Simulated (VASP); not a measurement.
Wanted: the native input for a VASP 6.6.1 run.

| Quantity | Value |
| --- | --- |
| Task | single point |
| Functional | PBE |
| Potentials or basis | VASP PAW PBE potentials, release 64 (Ir) |
| Cutoff | 520 eV |
| k mesh | 4 × 4 × 1 |
| Occupations | gaussian, width 0.1 eV |
| Spin | no spin polarisation |
| Dipole correction | yes |
| Further INCAR settings | ALGO = Normal; EDIFF = 1e-06; NBANDS = 66 |

The structure of Ir lies in POSCAR:

```
Ir
1.0
    5.4739356050      0.0000000000      0.0000000000
   -2.7369678025      4.7405672926      0.0000000000
    0.0000000000      0.0000000000     20.4694497057
Ir
12
Direct
    0.3333333333      0.1666666667      0.3908263346
    0.3333333333      0.6666666667      0.3908263346
    0.8333333333      0.1666666667      0.3908263346
    0.8333333333      0.6666666667      0.3908263346
    0.6666666667      0.3333333333      0.4970400870
    0.6666666667      0.8333333333      0.4970400870
    0.1666666667      0.3333333333      0.4970400870
    0.1666666667      0.8333333333      0.4970400870
    0.0000000000      0.5000000000      0.6032554115
    0.0000000000      0.0000000000      0.6032554115
    0.5000000000      0.5000000000      0.6032554115
    0.5000000000      0.0000000000      0.6032554115
```

One way to write it, as run:

INCAR

```
  PREC = Accurate
  ENCUT = 520
  EDIFF = 1E-6
  ISMEAR = 0
  SIGMA = 0.1
  LREAL = False
  LASPH = True
  NELM = 100
  ALGO = Normal
  ISIF = 2
  LWAVE = False
  LCHARG = False
  LDIPOL = True
  IDIPOL = 3
  DIPOL = 0.5 0.5 0.497
  GGA = PE
  NBANDS = 66
```

KPOINTS

```
regular mesh
0
Gamma
  4 4 1
```

Potentials or basis: VASP PAW PBE potentials, release 64 (Ir).

Command:

```bash
$ cat potpaw_PBE.64/Ir/POTCAR > POTCAR
$ mpirun -np 1 vasp_std > vasp.out
```

It gave:

| Property | Result |
| --- | --- |
| Largest force | 0.038 eV/Å |
| Band gap on the k mesh | zero (band 54 reaches 0.36 eV, above the bottom of band 55 at -0.75 eV) |

Caveat: spin-orbit coupling is left out, which moves the levels of the heavy elements.

Run time: 8.3 min on 1 thread of AMD EPYC 7R43 64-Core Processor (Zen 3) (shared host), peak memory 0.53 GiB.
